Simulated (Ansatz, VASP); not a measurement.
TePb in VASP and in Ansatz

File POSCAR:

```
TePb
1.0
    0.0000000000      3.4066380285      2.8956423242
    3.4066380285      0.0000000000      2.8956423242
    3.4066380285      3.4066380285      0.0000000000
Te Pb
1 1
Direct
    0.5000000000      0.5000000000      0.5000000000
    0.0000000000      0.0000000000      0.0000000000
```

INCAR.step1

```
SYSTEM = TePb
PREC     = Accurate       ! precision mode
ENCUT    = 520            ! plane-wave cutoff, eV
ISMEAR   = 0              ! smearing method
SIGMA    = 0.05           ! smearing width, eV
LREAL    = .FALSE.        ! projectors in reciprocal space
LASPH    = .TRUE.         ! aspherical terms in the spheres
NELM     = 80             ! most SCF steps
NBANDS   = 17             ! bands
GGA      = PE             ! functional
ALGO     = Normal         ! electronic algorithm
EDIFF    = 1E-4           ! SCF threshold, eV
LWAVE    = .TRUE.         ! write WAVECAR
LCHARG   = .FALSE.        ! write CHGCAR
```

INCAR.step2

```
SYSTEM = TePb
PREC     = Accurate       ! precision mode
ENCUT    = 520            ! plane-wave cutoff, eV
EDIFF    = 1E-6           ! SCF threshold, eV
ISMEAR   = 0              ! smearing method
SIGMA    = 0.05           ! smearing width, eV
LREAL    = .FALSE.        ! projectors in reciprocal space
LASPH    = .TRUE.         ! aspherical terms in the spheres
NELM     = 80             ! most SCF steps
ALGO     = Normal         ! electronic algorithm
ISIF     = 2              ! what is computed and relaxed
LWAVE    = .FALSE.        ! write WAVECAR
LCHARG   = .FALSE.        ! write CHGCAR
METAGGA  = R2SCAN         ! meta-GGA
LMIXTAU  = .TRUE.       
NBANDS   = 17             ! bands
ISTART   = 1
```

Contents of KPOINTS:

```
regular mesh
0
G
  8 8 8
  0 0 0
```

Input for Ansatz:

```yaml
crystal:
  lattice:
    - [0.0, 3.4066380285, 2.8956423242]
    - [3.4066380285, 0.0, 2.8956423242]
    - [3.4066380285, 3.4066380285, 0.0]
  atoms:
    - { symbol: Te, position: [0.5, 0.5, 0.5] }
    - { symbol: Pb, position: [0.0, 0.0, 0.0] }
basis:
  ecutwfc: 500
kpoints:
  mp_grid: { grid: [8, 8, 8] }
hamiltonian:
  xc: r2scan
scf:
  occupations: { method: gaussian, width: 0.05 }
output:
  forces: true
  stress: true
  eigenvalues: true
```

Alike in both runs: task single point; functional r2SCAN; k mesh 8 × 8 × 8; occupations gaussian, width 0.05 eV; no spin polarisation.

|  | VASP | Ansatz |
| --- | --- | --- |
| version | VASP 6.6.1 | Ansatz 0.2.0 |
| potentials or method | VASP PAW PBE potentials, release 64 (Te, Pb_d), cutoff 520 eV | scalar-relativistic, plane waves, PAW |
| valence electrons in the cell | 20 | 30 |

Ansatz gave:

* gap on the k mesh at the Fermi level (eV): 0.08
* least direct gap on the mesh (eV): 0.20
* pressure (GPa): 5.8
* traceless stress, the component that is largest in VASP (GPa): 18.15

Task: Estimate VASP's values.

Result: gap on the k mesh at the Fermi level (eV): 0.07; least direct gap on the mesh (eV): 0.20; pressure (GPa): 5.8; traceless stress, the component that is largest in VASP (GPa): 18.17.

VASP's potentials were made for PBE, not for r2SCAN. VASP's potentials hold 20 valence electrons a cell and Ansatz's 30, so a difference there can come from the potentials and not from the codes.

Neither program's run includes spin-orbit coupling.
